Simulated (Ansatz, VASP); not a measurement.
This is a calculation of TePb for Ansatz 0.2.0.

Contents of input.yaml:

```yaml
crystal:
  lattice:
    - [4.002287, 0.0, 0.0]
    - [0.0, 4.002287, 0.0]
    - [0.0, 0.0, 4.002287]
  atoms:
    - { symbol: Pb, position: [0.0, 0.0, 0.0] }
    - { symbol: Te, position: [0.5, 0.5, 0.5] }
hamiltonian:
  xc: rpbe
  pseudopotentials: { kind: paw }
kpoints:
  mp_grid: { grid: [7, 7, 7] }
scf:
  occupations: { method: gaussian, width: 0.05 }
output:
  forces: true
  stress: true
  eigenvalues: true
```

Potentials or basis: Ansatz PAW.

Command:

```sh
$ ansatz run input.yaml --threads 2 --pin off --max-ram 5632MiB --backend cpu --events-out ev --progress --plain --runs-dir out
```

**Question.** Translate it to VASP 6.6.1. Potentials there: VASP PAW PBE potentials, release 64 (Pb_d, Te).

**Answer.** As run (the cutoff follows the program's own potentials):

The input INCAR:

```
ALGO = Normal
EDIFF = 1E-6
ENCUT = 520
GGA = RP
ISIF = 2
ISMEAR = 0
LASPH = True
LCHARG = True
LELF = True
LREAL = False
LVHAR = True
LWAVE = False
NBANDS = 17
NELM = 60
PREC = Accurate
SIGMA = 0.05
```

The input KPOINTS:

```
k-points
0
Gamma
  7 7 7
```

The input POSCAR:

```
TePb
1.0
    4.0022870000      0.0000000000      0.0000000000
    0.0000000000      4.0022870000      0.0000000000
    0.0000000000      0.0000000000      4.0022870000
Pb Te
1 1
Direct
    0.0000000000      0.0000000000      0.0000000000
    0.5000000000      0.5000000000      0.5000000000
```

Potentials or basis: VASP PAW PBE potentials, release 64 (Pb_d, Te).

Launch:

```console
$ cat potpaw_PBE.64/Pb_d/POTCAR potpaw_PBE.64/Te/POTCAR > POTCAR
$ mpirun -np 1 vasp_std > vasp.out
```

Both were run:

|  | VASP | Ansatz | Ansatz less VASP |
| --- | --- | --- | --- |
| gap on the k mesh at the Fermi level (eV) | none | none | - |
| pressure (GPa) | 1.6 | 1.6 | +0.05 |

VASP's potentials were made for PBE, not for RPBE. A gap of «none» marks a metal or a gap that the smearing closes. VASP's potentials hold 20 valence electrons a cell and Ansatz's 30, so a difference there can come from the potentials and not from the codes.

Spin-orbit coupling is off throughout.
